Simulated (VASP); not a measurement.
A run of VASP 6.6.1:

Contents of INCAR:

```
PREC = Accurate
ENCUT = 520
EDIFF = 1E-6
ISMEAR = 0
SIGMA = 0.05
LREAL = False
LASPH = True
NELM = 100
ALGO = Normal
ISIF = 2
LWAVE = False
LCHARG = True
GGA = PS
LELF = True
LVHAR = True
NBANDS = 23
```

The input KPOINTS:

```
Automatic mesh
0
Gamma
  6 6 4
```

POSCAR

```
KNaICl
1.0
    4.6457120000      0.0000000000      0.0000000000
    0.0000000000      4.6457120000      0.0000000000
    0.0000000000      0.0000000000      7.0236359200
K Na I Cl
1 1 1 1
Direct
    0.5000000000      0.5000000000      0.5000000000
    0.0000000000      0.0000000000      0.0000000000
    0.5000000000      0.5000000000      0.0000000000
    0.0000000000      0.0000000000      0.5000000000
```

Potentials or basis: VASP PAW PBE potentials, release 64 (K_sv, Na_pv, I, Cl).

The run is started by

```sh
$ cat potpaw_PBE.64/K_sv/POTCAR potpaw_PBE.64/Na_pv/POTCAR potpaw_PBE.64/I/POTCAR potpaw_PBE.64/Cl/POTCAR > POTCAR
$ mpirun -np 1 vasp_std > vasp.out
```

Hardware: 1 thread of Intel Xeon 8259CL, with other jobs on the host.

Task: How long does it take, and how much memory?

Result: Wall time 2.9 min on 1 thread of Intel Xeon 8259CL, on a shared host, peak memory 0.32 GiB. Counts: scf iterations 14, k points 30.
